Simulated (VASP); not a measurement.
LaB6: single point with r2SCAN

Crystal: LaB6.

```
La B
1.0
     4.24706    0.00000    0.00000
     0.00000    4.24706    0.00000
     0.00000    0.00000    4.24706
La B
1 6
Direct
  0.00000 0.00000 0.00000
  0.20111 0.50000 0.50000
  0.79889 0.50000 0.50000
  0.50000 0.50000 0.20111
  0.50000 0.50000 0.79889
  0.50000 0.20111 0.50000
  0.50000 0.79889 0.50000
```

This cell differs from its parent crystal: volume scaled by 1.070.

```yaml
Program: VASP 6.6.1
Task: single point
Functional: r2SCAN
Potentials_or_basis: VASP PAW PBE potentials, release 64 (La, B)
Cutoff: 520 eV
k_mesh: 8 × 8 × 8
Occupations: gaussian, width 0.05 eV
Spin: no spin polarisation
Dipole_correction: no
Further_INCAR_settings: ALGO = Normal; EDIFF = 1e-06; NBANDS = 24
```

```
Pressure      : -10.8 GPa
Largest force : 0.015 eV/Å
```

Forces in eV/Å, atoms in the order of the input:
```
La   0.000  0.000  0.000
B   -0.015  0.000  0.000
B    0.015  0.000  0.000
B    0.000  0.000 -0.015
B    0.000  0.000  0.015
B    0.000 -0.015  0.000
B    0.000  0.015  0.000
```

Levels at points of the mesh, in eV from the Fermi level:
```csv
k point,band 12,band 13,band 14,band 15,band 16,band 17
"(0.00, 0.00, 0.00)",-1.97,-1.97,-1.97,0.27,0.27,0.27
"(0.50, 0.00, 0.00)",-3.63,-3.32,-2.35,-1.60,1.47,1.49
"(0.50, 0.50, 0.00)",-4.51,-3.01,-3.01,1.05,1.05,1.90
"(0.50, 0.50, 0.50)",-2.52,-2.52,-2.52,1.45,1.74,1.74
```

Run time: 3.1 min on 1 thread of Intel Xeon 6975P-C, on a shared host, peak memory 0.23 GiB.

Caveat: the PAW data sets were made with another functional, which shifts forces and pressure a little; spin-orbit coupling is left out, which moves the levels of the heavy elements.
